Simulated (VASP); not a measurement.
# LiNbO3 (R3c) in VASP: single point with PBEsol

Aim: the single point of LiNbO3 with PBEsol.

All numbers are computed with VASP 6.6.1; they aren't measurements. Logs are shortened: lines on timing, memory, paths and dates and some standing lists are left out, and cuts for length are marked.

**1. The cell of the first run**

Symmetry: R3c, No. 161, trigonal system. The conventional cell has a = 5.190 Å, b = 5.190 Å, c = 14.014 Å, α = 90.00°, β = 90.00°, γ = 120.00°. Li (site symmetry 3) has 6 O at 2.08 to 2.27 Å within 2.8 Å. Nb (site symmetry 3) has 6 O at 1.88 to 2.16 Å within 2.5 Å. Within 2.5 Å of O (site symmetry 1) lie 2 Nb at 1.88 to 2.16 Å and 2 Li at 2.08 to 2.27 Å.

**2. Single point, PBEsol**

Input file POSCAR:

```
LiNbO3
1.0
    2.5947505979      1.4980799562      4.6714899528
   -2.5947505979      1.4980799562      4.6714899528
    0.0000000000     -2.9961599123      4.6714899528
Li Nb O
2 2 6
Direct
    0.2816011198      0.2816011198      0.2816011198
    0.7816011198      0.7816011198      0.7816011198
    0.0004547361      0.0004547361      0.0004547361
    0.5004547361      0.5004547361      0.5004547361
    0.1104440279      0.3581697208      0.7211453954
    0.7211453954      0.1104440279      0.3581697208
    0.3581697208      0.7211453954      0.1104440279
    0.2211453954      0.8581697208      0.6104440279
    0.8581697208      0.6104440279      0.2211453954
    0.6104440279      0.2211453954      0.8581697208
```

Input file INCAR.step1:

```
SYSTEM = LiNbO3
PREC = Accurate ; ENCUT = 520
EDIFF = 1E-6 ; ISMEAR = 0
SIGMA = 0.02 ; LREAL = .FALSE.
LASPH = .TRUE. ; NELM = 100
ALGO = Normal ; ISIF = 2
LWAVE = .FALSE. ; LCHARG = .TRUE.
LMAXMIX = 4 ; GGA = PS
NBANDS = 45
```

Input file KPOINTS.step1:

```
Automatic mesh
0
G
  6 6 6
  0 0 0
```

Input file INCAR.step2:

```
SYSTEM = LiNbO3
PREC = Accurate ; ENCUT = 520
EDIFF = 1E-6 ; ISMEAR = -5
SIGMA = 0.02 ; LREAL = .FALSE.
LASPH = .TRUE. ; NELM = 100
ALGO = Normal ; ISIF = 2
LWAVE = .FALSE. ; LCHARG = .FALSE.
LMAXMIX = 4 ; GGA = PS
LORBIT = 11 ; NBANDS = 45
NEDOS = 2001 ; ICHARG = 11
```

Input file KPOINTS.step2:

```
Automatic mesh
0
G
  9 9 9
  0 0 0
```

Potentials or basis: VASP PAW PBE potentials, release 64 (Li_sv, Nb_sv, O).

Command:

```bash
> cat potpaw_PBE.64/Li_sv/POTCAR potpaw_PBE.64/Nb_sv/POTCAR potpaw_PBE.64/O/POTCAR > POTCAR
> cp INCAR.step1 INCAR
> cp KPOINTS.step1 KPOINTS
> mpirun -np 1 vasp_std > vasp.out
> cp INCAR.step2 INCAR
> cp KPOINTS.step2 KPOINTS
> mpirun -np 1 vasp_std > vasp.out
```

OUTCAR:

```text
SYSTEM = LiNbO3
   PREC = Accurate
   ENCUT = 520
   EDIFF = 1E-6
   ISMEAR = -5
   LREAL = .FALSE.
   LASPH = .TRUE.
   NELM = 100
   ISIF = 2
   GGA = PS
   LORBIT = 11
   ICHARG = 11

 ion  position               nearest neighbor table
   1  0.282  0.282  0.282-  10 2.08   8 2.08   9 2.08   5 2.27   6 2.27   7 2.27
   2  0.782  0.782  0.782-   6 2.08   7 2.08   5 2.08   9 2.27  10 2.27   8 2.27
   3  0.000  0.000  0.000-   6 1.88   5 1.88   7 1.88   8 2.16  10 2.16   9 2.16
   4  0.500  0.500  0.500-  10 1.88   9 1.88   8 1.88   7 2.16   6 2.16   5 2.16
   5  0.110  0.358  0.721-   3 1.88   2 2.08   4 2.16   1 2.27
   6  0.721  0.110  0.358-   3 1.88   2 2.08   4 2.16   1 2.27
   7  0.358  0.721  0.110-   3 1.88   2 2.08   4 2.16   1 2.27
   8  0.221  0.858  0.610-   4 1.88   1 2.08   3 2.16   2 2.27
   9  0.858  0.610  0.221-   4 1.88   1 2.08   3 2.16   2 2.27
  10  0.610  0.221  0.858-   4 1.88   1 2.08   3 2.16   2 2.27

  LATTYP: Found a trigonal (rhomboedric) cell.
 ALAT       =     5.5497560847
 COS(alpha) =     0.5628067531

  Lattice vectors:

 A1 = (   2.5947505979,   1.4980799562,   4.6714899528)
 A2 = (  -2.5947505979,   1.4980799562,   4.6714899528)
 A3 = (   0.0000000000,  -2.9961599123,   4.6714899528)

Analysis of symmetry for initial positions (statically):
=====================================================================
 Subroutine PRICEL returns:
 Original cell was already a primitive cell.

 Routine SETGRP: Setting up the symmetry group for a
 trigonal (rhombohedral) supercell.

 Subroutine GETGRP returns: Found  6 space group operations
 (whereof  3 operations were pure point group operations)
 out of a pool of 12 trial point group operations.

The static configuration has the point symmetry C_3 .
 The point group associated with its full space group is C_3v.

Analysis of symmetry for dynamics (positions and initial velocities):
=====================================================================
 Subroutine PRICEL returns:
 Original cell was already a primitive cell.

 Routine SETGRP: Setting up the symmetry group for a
 trigonal (rhombohedral) supercell.

 Subroutine GETGRP returns: Found  6 space group operations
 (whereof  3 operations were pure point group operations)
 out of a pool of 12 trial point group operations.

The dynamic configuration has the point symmetry C_3 .
 The point group associated with its full space group is C_3v.

 Subroutine INISYM returns: Found  6 space group operations
 (whereof  3 operations are pure point group operations),
 and found     1 'primitive' translations

----------------------------------------------------------------------------------------

                                     Primitive cell

  volume of cell :     108.9525

  direct lattice vectors                    reciprocal lattice vectors
     2.594750598  1.498079956  4.671489953     0.192696747  0.111253519  0.071354822
    -2.594750598  1.498079956  4.671489953    -0.192696747  0.111253519  0.071354822
     0.000000000 -2.996159912  4.671489953     0.000000000 -0.222507038  0.071354822

  length of vectors
     5.549756085  5.549756085  5.549756085     0.233668339  0.233668339  0.233668339

  position of ions in fractional coordinates (direct lattice)
     0.281601120  0.281601120  0.281601120
     0.781601120  0.781601120  0.781601120
     0.000454736  0.000454736  0.000454736
     0.500454736  0.500454736  0.500454736
     0.110444028  0.358169721  0.721145395
     0.721145395  0.110444028  0.358169721
     0.358169721  0.721145395  0.110444028
     0.221145395  0.858169721  0.610444028
     0.858169721  0.610444028  0.221145395
     0.610444028  0.221145395  0.858169721

  ion indices of the primitive-cell ions
   primitive index   ion index
                 1           1
                 2           2
                 3           3
                 4           4
                 5           5
                 6           6
                 7           7
                 8           8
                 9           9
                10          10

----------------------------------------------------------------------------------------

 KPOINTS: Automatic mesh

Automatic generation of k-mesh.
 Grid dimensions read from file:
 generate k-points for:    9    9    9

 Generating k-lattice:

  Cartesian coordinates                     Fractional coordinates (reciprocal lattice)
     0.021410750  0.012361502  0.007928314     0.111111111  0.000000000  0.000000000
    -0.021410750  0.012361502  0.007928314     0.000000000  0.111111111  0.000000000
     0.000000000 -0.024723004  0.007928314     0.000000000  0.000000000  0.111111111

  Length of vectors
     0.025963149  0.025963149  0.025963149

  Shift w.r.t. Gamma in fractional coordinates (k-lattice)
     0.000000000  0.000000000  0.000000000

 TETIRR: Found    369 inequivalent tetrahedra from     4374

 Subroutine IBZKPT returns following result:
 ===========================================

 Found     85 irreducible k-points:

 Following reciprocal coordinates:
            Coordinates               Weight
  0.000000  0.000000  0.000000      1.000000
  0.111111  0.000000  0.000000      6.000000
  0.222222  0.000000  0.000000      6.000000
  0.333333  0.000000 -0.000000      6.000000
  0.444444  0.000000  0.000000      6.000000
  0.111111  0.111111  0.000000      6.000000
[... 16 lines left out ...]
 -0.333333  0.333333  0.000000      6.000000
  0.444444  0.444444  0.000000      6.000000
 [... further k-points ...]
   k-points           NKPTS =     85   k-points in BZ     NKDIM =     85   number of bands    NBANDS=     45
   number of dos      NEDOS =   2001   number of ions     NIONS =     10
   total plane-waves  NPLWV =  74088
   dimension x,y,z NGX =    42 NGY =   42 NGZ =   42
   dimension x,y,z NGXF=    84 NGYF=   84 NGZF=   84
   ions per type =               2   2   6
   NGX,Y,Z   is equivalent  to a cutoff of  12.58, 12.58, 12.58 a.u.
   NGXF,Y,Z  is equivalent  to a cutoff of  25.16, 25.16, 25.16 a.u.
 SYSTEM =  LiNbO3
   PREC   = accura    normal or accurate (medium, high low for compatibility)
   ISTART =      0    job   : 0-new  1-cont  2-samecut
   ICHARG =     11    charge: 1-file 2-atom 10-const
   ISPIN  =      1    spin polarized calculation?
   LNONCOLLINEAR =      F non collinear calculations
   LSORBIT =      F    spin-orbit coupling
   LASPH  =      T    aspherical Exc in radial PAW
   ENCUT  =  520.0 eV  38.22 Ry    6.18 a.u.  10.32 10.32 10.32*2*pi/ulx,y,z
   NELM   =    100;   NELMIN=  2; NELMDL=  0     # of ELM steps
   EDIFF  = 0.1E-05   stopping-criterion for ELM
   LREAL  =      F    real-space projection
   EDIFFG = 0.1E-04   stopping-criterion for IOM
   NSW    =      0    number of steps for IOM
   IBRION =     -1    ionic relax: 0-MD 1-quasi-New 2-CG
   NFREE  =      0    steps in history (QN), initial steepest desc. (CG)
   ISIF   =      2    stress and relaxation
   ISYM   =      2    0-nonsym 1-usesym 2-fastsym
   POTIM  = 0.5000    time-step for ionic-motion
   TEBEG  =    0.0;   TEEND  =   0.0 temperature during run
   PSTRESS=    0.0 pullay stress
   NELECT =      68.0000    total number of electrons
   NUPDOWN=      -1.0000    fix difference up-down
   EMIN   =  10.00;   EMAX   =-10.00  energy-range for DOS
   EFERMI =   0.00;   METHOD = LEGACY
   ISMEAR =    -5;   SIGMA  =   0.02  broadening in eV -4-tet -1-fermi 0-gaus
   EFERMI_NEDOS =   21; number of points for ismear=-14 and -15
   IALGO  =     38    algorithm
   IMIX   =      4    mixing-type and parameters
     AMIX     =   0.40;   BMIX     =  1.00
     AMIX_MAG =   1.60;   BMIX_MAG =  1.00
  volume/ion in A,a.u.               =      10.90        73.52
  Fermi-wavevector in a.u.,A,eV,Ry     =   1.399046  2.643814 26.631093  1.957330
  Thomas-Fermi vector in A             =   2.522144
   LORBIT       =     11    0 simple, 1 ext, 2 COOP (PROOUT), +10 PAW based schemes
   GGA     = PS    functional components
   LHFCALC =     F    Hartree Fock is set to
   AEXX    =    0.0000 exact exchange contribution
   IVDW    =     0    specifies the selected vdW correction
   LEPSILON=     F    determine dielectric tensor
   LRPA    =     F    only Hartree local field effects (RPA)
 non-spin polarized calculation
 Fermi weights with tetrahedron method with Bloechl corrections
  energy-cutoff  :      520.00
  volume of cell :      108.95
 maximum number of plane-waves:      2964
 NGX is ok and might be reduce to    42

 number of electron      67.9999999 magnetization

 Free energy of the ion-electron system (eV)
  ---------------------------------------------------
  ext. energy  EPLUGINS =         0.00000000
  ---------------------------------------------------
  free energy    TOTEN  =       -83.38909267 eV

  energy without entropy =      -83.38909267  energy(sigma->0) =      -83.38909267

 E-fermi :   3.2170     XC(G=0): -10.9154

 val. band max:        3.2065305860   @ k =   0.1111   0.1111   0.1111
 cond. band min:       6.6966356403   @ k =  -0.4444   0.3333  -0.0000
 fundamental gap:      3.4901050542
 Fermi energy:         3.2170211741

 k-point     1 :       0.0000    0.0000    0.0000
  band No.  band energies     occupation
      1     -50.8957      2.00000
      2     -50.8821      2.00000
      3     -38.7112      2.00000
      4     -38.7087      2.00000
      5     -27.2179      2.00000
      6     -27.2179      2.00000
[... 37 lines left out ...]
     44      12.8975      0.00000
     45      12.9794      0.00000
[... 1063 lines left out ...]
      5     -27.2277      2.00000
      6     -27.2139      2.00000
[... 37 lines left out ...]
     44      12.8812      0.00000
     45      13.1585      0.00000

 [... further k-points ...]
[... 5 lines left out ...]
  --------------------------------------------------------------------------------------
  -------------------------------------------------------------------------------------
  Total       -3.6244321     -3.6244321     -3.6825355      0.0000000     -0.0000000      0.0000000
  in kB      -53.2982885    -53.2982885    -54.1527163      0.0000000     -0.0000000      0.0000000
  external PRESSURE =     -53.5830978 kB  Pullay stress =       0.0000000 kB

 VOLUME and BASIS-vectors are now :
 -----------------------------------------------------------------------------
  energy-cutoff  :      520.00
  volume of cell :      108.95
      direct lattice vectors                 reciprocal lattice vectors
     2.594750598  1.498079956  4.671489953     0.192696747  0.111253519  0.071354822
    -2.594750598  1.498079956  4.671489953    -0.192696747  0.111253519  0.071354822
     0.000000000 -2.996159912  4.671489953     0.000000000 -0.222507038  0.071354822

 POSITION                                       TOTAL-FORCE (eV/Angst)
 -----------------------------------------------------------------------------------
      0.00000      0.00000      3.94649        -0.000000      0.000000      0.013740
      0.00000      0.00000     10.95373        -0.000000      0.000000      0.013740
      0.00000      0.00000      0.00637        -0.000000     -0.000000     -0.058469
      0.00000      0.00000      7.01361        -0.000000     -0.000000     -0.058469
     -0.64279     -1.45865      5.55795         0.168327     -0.049364      0.014910
      1.58462      0.17265      5.55795        -0.041413      0.170457      0.014910
     -0.94183      1.28599      5.55795        -0.126914     -0.121093      0.014910
     -1.65292     -0.21209      7.89369         0.126914     -0.121093      0.014910
      0.64279      1.53751      7.89369        -0.168327     -0.049364      0.014910
      1.01013     -1.32543      7.89369         0.041413      0.170457      0.014910
 -----------------------------------------------------------------------------------
    total drift:                               -0.000000     -0.000001     -0.000713

  FREE ENERGIE OF THE ION-ELECTRON SYSTEM (eV)
  ---------------------------------------------------
  free  energy   TOTEN  =       -83.3890926730 eV

  energy  without entropy=      -83.3890926730  energy(sigma->0) =      -83.38909267

 total charge

# of ion       s       p       d       tot
------------------------------------------
    1        2.012   0.048   0.000   2.061
    2        2.012   0.048   0.000   2.061
    3        2.215   6.132   2.101  10.448
    4        2.215   6.132   2.101  10.448
    5        1.565   3.475   0.000   5.040
    6        1.565   3.475   0.000   5.040
    7        1.565   3.475   0.000   5.040
    8        1.565   3.475   0.000   5.040
    9        1.565   3.475   0.000   5.040
   10        1.565   3.475   0.000   5.040
--------------------------------------------------
tot         17.844  33.213   4.202  55.259
```

Wall time 4.1 min (1 thread of Intel Xeon 6975P-C (Granite Rapids), shared host); peak memory 0.45 GiB.

What came out:

```yaml
Valence_electrons_inside_the_program's_atomic_spheres: Li 2.06; Nb 10.45; O 5.04
```

Levels at points of the mesh, in eV from the valence-band top:
| k point | band 31 | band 32 | band 33 | band 34 | band 35 | band 36 | band 37 | band 38 |
| --- | --- | --- | --- | --- | --- | --- | --- | --- |
| (0.00, 0.00, 0.00) | -0.71 | -0.51 | -0.01 | -0.01 | 3.53 | 3.53 | 4.00 | 5.06 |

Caveat: the cutoff is under 1.25 times the usual one of these potentials, so pressure, stress and relaxed cells hold a basis-set (Pulay) error; the PAW data sets were made with another functional, which shifts forces and pressure a little.
